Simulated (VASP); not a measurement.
Tl:

```xyz
2
Lattice="3.4560 0.0000 0.0000 -1.7280 2.9930 0.0000 0.0000 0.0000 5.5250" Properties=species:S:1:pos:R:3 pbc="T T T"
Tl    1.7280    0.9977    4.1438
Tl    0.0000    1.9953    1.3813
```

Base run:

```yaml
Program: VASP 6.6.1
Functional: PBE
Potentials_or_basis: VASP PAW PBE potentials, release 64 (Tl_d)
Cutoff: 520 eV
k_mesh: 9 × 9 × 5
Occupations: fermi-dirac, width 0.05 eV
Spin: no spin polarisation
```

Its results: band gap on the k mesh zero (band 13 reaches 8.69 eV, above the bottom of band 14 at 5.02 eV); pressure 3.4 GPa.

Question: The run is repeated on the same cell with these changes: functional from PBE to PBEsol. What comes out?

Answer: Band gap on the k mesh zero (band 13 reaches 8.48 eV, above the bottom of band 14 at 4.80 eV); pressure 0.2 GPa.

PBEsol binds more tightly than PBE, so the same cell stands under less pressure.

Caveats: spin-orbit coupling is left out, which moves the levels of the heavy elements; the PAW data sets were made with another functional, which shifts forces and pressure a little (some runs).
